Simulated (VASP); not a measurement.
**Ga3Sb: relaxation of cell and atoms with PBEsol+D3(BJ)**

Crystal: Ga3Sb.

```
Ga Sb
1.0
    -2.09305    2.09305    4.47615
     2.09305   -2.09305    4.47615
     2.09305    2.09305   -4.47615
Ga Sb
3 1
Direct
  0.75000 0.25000 0.50000
  0.25000 0.75000 0.50000
  0.50000 0.50000 0.00000
  0.00000 0.00000 0.00000
```

| Property | Result |
| --- | --- |
| Program | VASP 6.6.1 |
| Task | relaxation of cell and atoms |
| Functional | PBEsol |
| Dispersion | D3(BJ) |
| Potentials or basis | VASP PAW PBE potentials, release 64 (Ga_d, Sb) |
| Cutoff | 600 eV |
| k mesh | 14 × 14 × 14 |
| Occupations | gaussian, width 0.1 eV |
| Spin | no spin polarisation |
| Dipole correction | no |
| Further INCAR settings | ALGO = Fast; EDIFF = 1e-06; IBRION = 2; EDIFFG = -0.005; NSW = 100; ISIF = 3 |

```
Relaxed volume                        : 19.62 Å³/atom
Relaxed cell                          : a = 5.367 Å, b = 5.367 Å, c = 5.367 Å, α = 134.09°, β = 134.09°, γ = 66.95°
Space group after relaxing (to 0.1 Å) : I4/mmm (No. 139)
Energy gained by relaxing             : 0.0 meV/atom
Ionic steps                           : 4
Pressure after relaxing               : 0.0 GPa
Band gap on the k mesh                : zero (bands 22 and 23 overlap by 5.05 eV)
Dispersion energy per atom            : -0.374 eV
```

Final structure:
```xyz
4
Lattice="-2.0935 2.0935 4.4769 2.0935 -2.0935 4.4769 2.0935 2.0935 -4.4769" Properties=species:S:1:pos:R:3 pbc="T T T"
Ga    0.0000    2.0935    2.2385
Ga    2.0935    0.0000    2.2385
Ga    0.0000    0.0000    4.4769
Sb    2.0935   -2.0935    4.4769
```

Levels at points of the mesh, in eV from the Fermi level:
| k point | band 19 | band 20 | band 21 | band 22 | band 23 | band 24 | band 25 | band 26 |
| --- | --- | --- | --- | --- | --- | --- | --- | --- |
| (0.00, 0.00, 0.00) | -2.76 | -2.07 | -2.07 | -1.72 | -0.56 | -0.56 | 0.71 | 0.87 |
| (0.50, 0.00, 0.00) | -5.35 | -1.22 | -0.43 | -0.34 | 0.15 | 1.92 | 3.08 | 3.41 |
| (0.50, 0.50, 0.00) | -5.39 | -5.33 | -4.72 | -0.20 | 0.27 | 0.27 | 1.01 | 7.50 |
| (0.50, 0.50, 0.50) | -3.50 | -3.50 | -2.47 | 2.57 | 3.04 | 3.04 | 4.02 | 4.98 |

Run time: 56 min on 1 thread of Oxide Virtual Turin-like Processor, on a shared host, peak memory 0.71 GiB.

Caveat: the PAW data sets were made with another functional, which shifts forces and pressure a little; spin-orbit coupling is left out, which moves the levels of the heavy elements.
